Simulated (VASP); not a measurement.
# Lu (Fm-3m) in VASP: a series of runs

The runs below take Lu through single point, with PBE, r2SCAN.

Everything below comes from runs of VASP 6.6.1. Logs are shortened: lines on timing, memory, paths and dates and some standing lists are left out, and cuts for length are marked.

## Step 1: The cell of the first run

It takes space group Fm-3m (No. 225, cubic). Conventional cell: a = 4.875 Å, b = 4.875 Å, c = 4.875 Å, α = 90.00°, β = 90.00°, γ = 90.00°. Within 4.5 Å of Lu (site symmetry m-3m) lie 12 Lu at 3.45 Å.

This isn't the form of Lu at room conditions, which is hcp.

## Step 2: Single point, PBE

Contents of INCAR:

```
SYSTEM = Lu
ALGO = Normal ; EDIFF = 1E-6
ENCUT = 520 ; GGA = PE
ISIF = 2 ; ISMEAR = -1
LASPH = .TRUE. ; LCHARG = .TRUE.
LELF = .TRUE. ; LREAL = .FALSE.
LVHAR = .TRUE. ; LWAVE = .FALSE.
NBANDS = 18 ; NELM = 100
PREC = Accurate ; SIGMA = 0.06122561905347299
```

Contents of KPOINTS:

```
k-points
0
G
  38 38 38
  0 0 0
```

Contents of POSCAR:

```
Lu
1.0
    0.0000000000      2.4374253285      2.4374253285
    2.4374253285      0.0000000000      2.4374253285
    2.4374253285      2.4374253285      0.0000000000
Lu
1
Direct
    0.0000000000      0.0000000000      0.0000000000
```

Potentials or basis: VASP PAW PBE potentials, release 64 (Lu).

On the command line:

```sh
$ cat potpaw_PBE.64/Lu/POTCAR > POTCAR
$ mpirun -np 1 vasp_std > vasp.out
```

OUTCAR:

```text
SYSTEM = Lu
   EDIFF = 1E-6
   ENCUT = 520
   GGA = PE
   ISIF = 2
   ISMEAR = -1
   LASPH = .TRUE.
   LREAL = .FALSE.
   NELM = 100
   PREC = Accurate

 ion  position               nearest neighbor table
   1  0.000  0.000  0.000-

  LATTYP: Found a face centered cubic cell.
 ALAT       =     4.8748506570

  Lattice vectors:

 A1 = (   0.0000000000,   2.4374253285,   2.4374253285)
 A2 = (   2.4374253285,   0.0000000000,   2.4374253285)
 A3 = (   2.4374253285,   2.4374253285,   0.0000000000)

Analysis of symmetry for initial positions (statically):
=====================================================================
 Subroutine PRICEL returns:
 Original cell was already a primitive cell.

 Routine SETGRP: Setting up the symmetry group for a
 face centered cubic supercell.

 Subroutine GETGRP returns: Found 48 space group operations
 (whereof 48 operations were pure point group operations)
 out of a pool of 48 trial point group operations.

The static configuration has the point symmetry O_h .

Analysis of symmetry for dynamics (positions and initial velocities):
=====================================================================
 Subroutine PRICEL returns:
 Original cell was already a primitive cell.

 Routine SETGRP: Setting up the symmetry group for a
 face centered cubic supercell.

 Subroutine GETGRP returns: Found 48 space group operations
 (whereof 48 operations were pure point group operations)
 out of a pool of 48 trial point group operations.

The dynamic configuration has the point symmetry O_h .

 Subroutine INISYM returns: Found 48 space group operations
 (whereof 48 operations are pure point group operations),
 and found     1 'primitive' translations

----------------------------------------------------------------------------------------

                                     Primitive cell

  volume of cell :      28.9617

  direct lattice vectors                    reciprocal lattice vectors
     0.000000000  2.437425328  2.437425328    -0.205134489  0.205134489  0.205134489
     2.437425328  0.000000000  2.437425328     0.205134489 -0.205134489  0.205134489
     2.437425328  2.437425328  0.000000000     0.205134489  0.205134489 -0.205134489

  length of vectors
     3.447039957  3.447039957  3.447039957     0.355303358  0.355303358  0.355303358

  position of ions in fractional coordinates (direct lattice)
     0.000000000  0.000000000  0.000000000

  ion indices of the primitive-cell ions
   primitive index   ion index
                 1           1

----------------------------------------------------------------------------------------

 KPOINTS: k-points

Automatic generation of k-mesh.
 Grid dimensions read from file:
 generate k-points for:   38   38   38

 Generating k-lattice:

  Cartesian coordinates                     Fractional coordinates (reciprocal lattice)
    -0.005398276  0.005398276  0.005398276     0.026315789  0.000000000  0.000000000
     0.005398276 -0.005398276  0.005398276     0.000000000  0.026315789  0.000000000
     0.005398276  0.005398276 -0.005398276     0.000000000  0.000000000  0.026315789

  Length of vectors
     0.009350088  0.009350088  0.009350088

  Shift w.r.t. Gamma in fractional coordinates (k-lattice)
     0.000000000  0.000000000  0.000000000

 Subroutine IBZKPT returns following result:
 ===========================================

 Found   1440 irreducible k-points:

 Following reciprocal coordinates:
            Coordinates               Weight
  0.000000  0.000000  0.000000      1.000000
  0.026316  0.000000  0.000000      8.000000
  0.052632  0.000000  0.000000      8.000000
  0.078947  0.000000  0.000000      8.000000
  0.105263  0.000000  0.000000      8.000000
  0.131579  0.000000  0.000000      8.000000
[... 16 lines left out ...]
  0.078947  0.026316  0.000000     24.000000
  0.105263  0.026316  0.000000     24.000000
 [... further k-points ...]
   k-points           NKPTS =   1440   k-points in BZ     NKDIM =   1440   number of bands    NBANDS=     18
   number of dos      NEDOS =    301   number of ions     NIONS =      1
   total plane-waves  NPLWV =  21952
   dimension x,y,z NGX =    28 NGY =   28 NGZ =   28
   dimension x,y,z NGXF=    56 NGYF=   56 NGZF=   56
   ions per type =               1
   NGX,Y,Z   is equivalent  to a cutoff of  13.50, 13.50, 13.50 a.u.
   NGXF,Y,Z  is equivalent  to a cutoff of  27.01, 27.01, 27.01 a.u.
 SYSTEM =  Lu
   PREC   = accura    normal or accurate (medium, high low for compatibility)
   ISTART =      0    job   : 0-new  1-cont  2-samecut
   ICHARG =      2    charge: 1-file 2-atom 10-const
   ISPIN  =      1    spin polarized calculation?
   LNONCOLLINEAR =      F non collinear calculations
   LSORBIT =      F    spin-orbit coupling
   LASPH  =      T    aspherical Exc in radial PAW
   ENCUT  =  520.0 eV  38.22 Ry    6.18 a.u.   6.41  6.41  6.41*2*pi/ulx,y,z
   NELM   =    100;   NELMIN=  2; NELMDL= -5     # of ELM steps
   EDIFF  = 0.1E-05   stopping-criterion for ELM
   LREAL  =      F    real-space projection
   EDIFFG = 0.1E-04   stopping-criterion for IOM
   NSW    =      0    number of steps for IOM
   IBRION =     -1    ionic relax: 0-MD 1-quasi-New 2-CG
   NFREE  =      0    steps in history (QN), initial steepest desc. (CG)
   ISIF   =      2    stress and relaxation
   ISYM   =      2    0-nonsym 1-usesym 2-fastsym
   POTIM  = 0.5000    time-step for ionic-motion
   TEBEG  =    0.0;   TEEND  =   0.0 temperature during run
   PSTRESS=    0.0 pullay stress
   NELECT =      25.0000    total number of electrons
   NUPDOWN=      -1.0000    fix difference up-down
   EMIN   =  10.00;   EMAX   =-10.00  energy-range for DOS
   EFERMI =   0.00;   METHOD = LEGACY
   ISMEAR =    -1;   SIGMA  =   0.06  broadening in eV -4-tet -1-fermi 0-gaus
   EFERMI_NEDOS =   21; number of points for ismear=-14 and -15
   IALGO  =     38    algorithm
   IMIX   =      4    mixing-type and parameters
     AMIX     =   0.40;   BMIX     =  1.00
     AMIX_MAG =   1.60;   BMIX_MAG =  1.00
  volume/ion in A,a.u.               =      28.96       195.44
  Fermi-wavevector in a.u.,A,eV,Ry     =   1.558763  2.945636 33.058662  2.429743
  Thomas-Fermi vector in A             =   2.662220
   LORBIT       =      0    0 simple, 1 ext, 2 COOP (PROOUT), +10 PAW based schemes
   GGA     = PE    functional components
   LHFCALC =     F    Hartree Fock is set to
   AEXX    =    0.0000 exact exchange contribution
   IVDW    =     0    specifies the selected vdW correction
   LEPSILON=     F    determine dielectric tensor
   LRPA    =     F    only Hartree local field effects (RPA)
 non-spin polarized calculation
  energy-cutoff  :      520.00
  volume of cell :       28.96
 maximum number of plane-waves:       797
 NGX is ok and might be reduce to    28
   NGX = 13   NGY = 13   NGZ = 13

 number of electron      25.0000004 magnetization

 Free energy of the ion-electron system (eV)
  ---------------------------------------------------
  ext. energy  EPLUGINS =         0.00000000
  ---------------------------------------------------
  free energy    TOTEN  =        -4.48830622 eV

  energy without entropy =       -4.46935767  energy(sigma->0) =       -4.47883195

 E-fermi :   2.3025     XC(G=0): -10.6892

 val. band max:        2.3024372761   @ k =  -0.4474   0.3684   0.1842
 cond. band min:       2.3051012831   @ k =  -0.3158   0.4211   0.2105
 fundamental gap:      0.0026640070
 Fermi energy:         2.3024661061

 k-point     1 :       0.0000    0.0000    0.0000
  band No.  band energies     occupation
      1     -53.9135      2.00000
      2     -24.3344      2.00000
      3     -24.3344      2.00000
      4     -24.3344      2.00000
      5      -3.7912      2.00000
      6      -2.7226      2.00000
[... 10 lines left out ...]
     17       6.9466      0.00000
     18      12.5841      0.00000

 k-point     2 :       0.0263    0.0000    0.0000
  band No.  band energies     occupation
      1     -53.9133      2.00000
      2     -24.3380      2.00000
      3     -24.3348      2.00000
      4     -24.3348      2.00000
      5      -3.7717      2.00000
      6      -2.7222      2.00000
[... 10 lines left out ...]
     17       6.9345      0.00000
     18      12.6313      0.00000

 k-point     3 :       0.0526    0.0000    0.0000
  band No.  band energies     occupation
      1     -53.9127      2.00000
      2     -24.3488      2.00000
      3     -24.3363      2.00000
      4     -24.3363      2.00000
      5      -3.7136      2.00000
      6      -2.7210      2.00000
[... 10 lines left out ...]
     17       6.8998      0.00000
     18      12.7694      0.00000

 k-point     4 :       0.0789    0.0000    0.0000
  band No.  band energies     occupation
      1     -53.9117      2.00000
      2     -24.3663      2.00000
      3     -24.3385      2.00000
      4     -24.3385      2.00000
      5      -3.6176      2.00000
      6      -2.7191      2.00000
[... 10 lines left out ...]
     17       6.8483      0.00000
     18      12.9874      0.00000

 k-point     5 :       0.1053    0.0000    0.0000
  band No.  band energies     occupation
      1     -53.9103      2.00000
      2     -24.3900      2.00000
      3     -24.3417      2.00000
      4     -24.3417      2.00000
      5      -3.4851      2.00000
      6      -2.7166      2.00000
[... 10 lines left out ...]
     17       6.7889      0.00000
     18      13.2610      0.00000

 k-point     6 :       0.1316    0.0000    0.0000
  band No.  band energies     occupation
      1     -53.9086      2.00000
      2     -24.4193      2.00000
      3     -24.3455      2.00000
      4     -24.3455      2.00000
      5      -3.3180      2.00000
      6      -2.7134      2.00000
[... 10 lines left out ...]
     17       6.7337      0.00000
     18      13.5145      0.00000

 k-point     7 :       0.1579    0.0000    0.0000
  band No.  band energies     occupation
      1     -53.9066      2.00000
      2     -24.4532      2.00000
      3     -24.3500      2.00000
      4     -24.3500      2.00000
      5      -3.1191      2.00000
      6      -2.7100      2.00000
[... 10 lines left out ...]
     17       6.6975      0.00000
     18      13.4930      0.00000

 k-point     8 :       0.1842    0.0000    0.0000
  band No.  band energies     occupation
      1     -53.9045      2.00000
      2     -24.4906      2.00000
      3     -24.3550      2.00000
      4     -24.3550      2.00000
      5      -2.8917      2.00000
      6      -2.7066      2.00000
[... 10 lines left out ...]
     17       6.6963      0.00000
     18      13.1932      0.00000
[... 229 lines left out ...]
     17       8.6772      0.00000
     18      10.4891      0.00000

 k-point    20 :       0.5000    0.0000    0.0000
  band No.  band energies     occupation
      1     -53.8833      2.00000
      2     -24.8383      2.00000
      3     -24.4026      2.00000
      4     -24.4026      2.00000
      5      -2.7090      2.00000
      6      -2.6765      2.00000
[... 10 lines left out ...]
     17       8.7168      0.00000
     18      10.4558      0.00000

 k-point    21 :       0.0263    0.0263    0.0000
  band No.  band energies     occupation
      1     -53.9132      2.00000
      2     -24.3379      2.00000
      3     -24.3356      2.00000
      4     -24.3356      2.00000
      5      -3.7652      2.00000
      6      -2.7221      2.00000
[... 10 lines left out ...]
     17       6.9567      0.00000
     18      12.6471      0.00000

 k-point    22 :       0.0526    0.0263    0.0000
  band No.  band energies     occupation
      1     -53.9127      2.00000
      2     -24.3460      2.00000
      3     -24.3374      2.00000
      4     -24.3365      2.00000
      5      -3.7200      2.00000
      6      -2.7212      2.00000
[... 10 lines left out ...]
     17       6.9553      0.00000
     18      12.7552      0.00000

 k-point    23 :       0.0789    0.0263    0.0000
  band No.  band energies     occupation
      1     -53.9119      2.00000
      2     -24.3612      2.00000
      3     -24.3400      2.00000
      4     -24.3379      2.00000
      5      -3.6366      2.00000
      6      -2.7195      2.00000
[... 10 lines left out ...]
     17       6.9338      0.00000
     18      12.9475      0.00000

 k-point    24 :       0.1053    0.0263    0.0000
  band No.  band energies     occupation
      1     -53.9106      2.00000
      2     -24.3829      2.00000
      3     -24.3434      2.00000
      4     -24.3402      2.00000
      5      -3.5162      2.00000
      6      -2.7171      2.00000
[... 10 lines left out ...]
     17       6.8998      0.00000
     18      13.2063      0.00000

 [... further k-points ...]

------------------------ aborting loop because EDIFF is reached ----------------------------------------

  FORCE on cell =-STRESS in cart. coord.  units (eV):
  Direction    XX          YY          ZZ          XY          YZ          ZX
  --------------------------------------------------------------------------------------
  -------------------------------------------------------------------------------------
  Total        0.0326313      0.0326313      0.0326313      0.0000000     -0.0000000     -0.0000000
  in kB        1.8051799      1.8051799      1.8051799      0.0000000     -0.0000000     -0.0000000
  external PRESSURE =       1.8051799 kB  Pullay stress =       0.0000000 kB

 VOLUME and BASIS-vectors are now :
 -----------------------------------------------------------------------------
  energy-cutoff  :      520.00
  volume of cell :       28.96
      direct lattice vectors                 reciprocal lattice vectors
     0.000000000  2.437425328  2.437425328    -0.205134489  0.205134489  0.205134489
     2.437425328  0.000000000  2.437425328     0.205134489 -0.205134489  0.205134489
     2.437425328  2.437425328  0.000000000     0.205134489  0.205134489 -0.205134489

 POSITION                                       TOTAL-FORCE (eV/Angst)
 -----------------------------------------------------------------------------------
      0.00000      0.00000      0.00000         0.000000      0.000000      0.000000
 -----------------------------------------------------------------------------------
    total drift:                               -0.000000     -0.000000     -0.000000

  FREE ENERGIE OF THE ION-ELECTRON SYSTEM (eV)
  ---------------------------------------------------
  free  energy   TOTEN  =        -4.4883062246 eV

  energy  without entropy=       -4.4693576704  energy(sigma->0) =       -4.47883195
```

It took 18 min on 1 thread of Intel Xeon 8259CL, shared host; peak memory 0.8 GiB.

Results:

```yaml
Free_energy: -4.4883 eV
Pressure: 0.2 GPa
Band_gap_on_the_k_mesh: zero (an odd number of electrons rules out a gap without spin polarisation)
```

Levels at points of the mesh, in eV from the Fermi level:
| k point | band 10 | band 11 | band 12 | band 13 | band 14 | band 15 |
| --- | --- | --- | --- | --- | --- | --- |
| (0.00, 0.00, 0.00) | -4.90 | -4.90 | -4.90 | 2.25 | 2.25 | 2.25 |
| (0.50, 0.00, 0.00) | -4.91 | -4.89 | -2.60 | 0.33 | 2.04 | 2.04 |
| (0.50, 0.50, 0.00) | -4.93 | -4.92 | -2.04 | -0.83 | 1.93 | 6.43 |

Caveat: spin-orbit coupling is left out, which moves the levels of the heavy elements.

## Step 3: Single point, r2SCAN

This run uses another cell than the first one, of 26.64 Å³/atom.

Contents of POSCAR:

```
Lu
1.0
    0.0000000000      2.3706126392      2.3706126392
    2.3706126392      0.0000000000      2.3706126392
    2.3706126392      2.3706126392      0.0000000000
Lu
1
Direct
    0.0000000000      0.0000000000      0.0000000000
```

Contents of INCAR.step1:

```
ALGO     = Normal         # electronic algorithm
EDIFF    = 1E-4           # SCF threshold, eV
ENCUT    = 520            # plane-wave cutoff, eV
GGA      = PE             # functional
ISMEAR   = -1             # smearing method
LASPH    = True           # aspherical terms in the spheres
LCHARG   = False          # write CHGCAR
LREAL    = False          # projectors in reciprocal space
LWAVE    = True           # write WAVECAR
NBANDS   = 18             # bands
NELM     = 80             # most SCF steps
PREC     = Accurate       # precision mode
SIGMA    = 0.1            # smearing width, eV
```

Contents of INCAR.step2:

```
ALGO     = Normal         # electronic algorithm
EDIFF    = 1E-7           # SCF threshold, eV
ENCUT    = 520            # plane-wave cutoff, eV
ISIF     = 2              # what is computed and relaxed
ISMEAR   = -1             # smearing method
ISTART   = 1            
LASPH    = True           # aspherical terms in the spheres
LCHARG   = False          # write CHGCAR
LMIXTAU  = True         
LREAL    = False          # projectors in reciprocal space
LWAVE    = False          # write WAVECAR
METAGGA  = R2SCAN         # meta-GGA
NBANDS   = 18             # bands
NELM     = 80             # most SCF steps
PREC     = Accurate       # precision mode
SIGMA    = 0.1            # smearing width, eV
```

Contents of KPOINTS:

```
k-points
0
Gamma
  12 12 12
```

Potentials or basis: VASP PAW PBE potentials, release 64 (Lu).

On the command line:

```sh
$ cat potpaw_PBE.64/Lu/POTCAR > POTCAR
$ cp INCAR.step1 INCAR
$ mpirun -np 1 vasp_std > vasp.out
$ cp INCAR.step2 INCAR
$ mpirun -np 1 vasp_std > vasp.out
```

Wall time 100 s (1 thread of Intel Xeon 6975P-C (Granite Rapids), shared host); peak memory 0.2 GiB.

It converged, with:

```yaml
Free_energy: -37.9840 eV
Pressure: 4.6 GPa
Band_gap_on_the_k_mesh: zero (an odd number of electrons rules out a gap without spin polarisation)
```

Levels at points of the mesh, in eV from the Fermi level:
```
           k point  band 9  band 10  band 11  band 12  band 13  band 14  band 15  band 16
(0.00, 0.00, 0.00)   -5.02    -4.92    -4.92    -4.92     2.61     2.61     2.61     5.38
(0.50, 0.00, 0.00)   -4.94    -4.94    -4.91    -2.76     0.43     2.35     2.35     7.34
(0.50, 0.50, 0.00)   -4.96    -4.96    -4.95    -2.33    -0.99     2.31     7.39     7.91
```

Caveat: the cell stands under pressure; the PAW data sets were made with another functional, which shifts forces and pressure a little; spin-orbit coupling is left out, which moves the levels of the heavy elements.

## Step 4: Single point, r2SCAN

This run uses another cell than the first one, of 26.64 Å³/atom.

POSCAR is that of step 3.

Contents of INCAR.step1:

```
SYSTEM = Lu
PREC = Accurate ; ENCUT = 520
ISMEAR = -1 ; SIGMA = 0.1
LREAL = .FALSE. ; LASPH = .TRUE.
NELM = 60 ; NBANDS = 18
GGA = PE ; ALGO = Normal
EDIFF = 1E-4 ; LWAVE = .TRUE.
LCHARG = .FALSE.
```

Contents of INCAR.step2:

```
SYSTEM = Lu
PREC = Accurate ; ENCUT = 520
EDIFF = 1E-6 ; ISMEAR = -1
SIGMA = 0.1 ; LREAL = .FALSE.
LASPH = .TRUE. ; NELM = 60
ALGO = Normal ; ISIF = 2
LWAVE = .FALSE. ; LCHARG = .FALSE.
METAGGA = R2SCAN ; LMIXTAU = .TRUE.
NBANDS = 18 ; ISTART = 1
```

Contents of KPOINTS:

```
regular mesh
0
G
  12 12 12
  0 0 0
```

On the command line:

```sh
$ cat potpaw_PBE.64/Lu/POTCAR > POTCAR
$ cp INCAR.step1 INCAR
$ mpirun -np 1 vasp_std > vasp.out
$ cp INCAR.step2 INCAR
$ mpirun -np 1 vasp_std > vasp.out
```

Run time: 80 s. Hardware: 1 thread of Intel Xeon 6975P-C (Granite Rapids), shared host; peak memory 0.2 GiB.

The run converged. Its results:

* Free energy: -37.9840 eV
* Pressure: 4.6 GPa
* Band gap on the k mesh: zero (an odd number of electrons rules out a gap without spin polarisation)

Levels at points of the mesh, in eV from the Fermi level:
| k point | band 8 | band 9 | band 10 | band 11 | band 12 | band 13 | band 14 | band 15 | band 16 | band 17 |
| --- | --- | --- | --- | --- | --- | --- | --- | --- | --- | --- |
| (0.00, 0.00, 0.00) | -5.02 | -5.02 | -4.92 | -4.92 | -4.92 | 2.61 | 2.61 | 2.61 | 5.38 | 5.38 |
| (0.50, 0.00, 0.00) | -4.97 | -4.94 | -4.94 | -4.91 | -2.76 | 0.43 | 2.35 | 2.35 | 7.34 | 7.34 |
| (0.50, 0.50, 0.00) | -4.98 | -4.96 | -4.96 | -4.95 | -2.33 | -0.99 | 2.31 | 7.39 | 7.91 | 7.91 |

Caveat: the cell stands under pressure; the PAW data sets were made with another functional, which shifts forces and pressure a little; spin-orbit coupling is left out, which moves the levels of the heavy elements.

The gap in the log of VASP goes by the Fermi energy; the results here count the filled bands.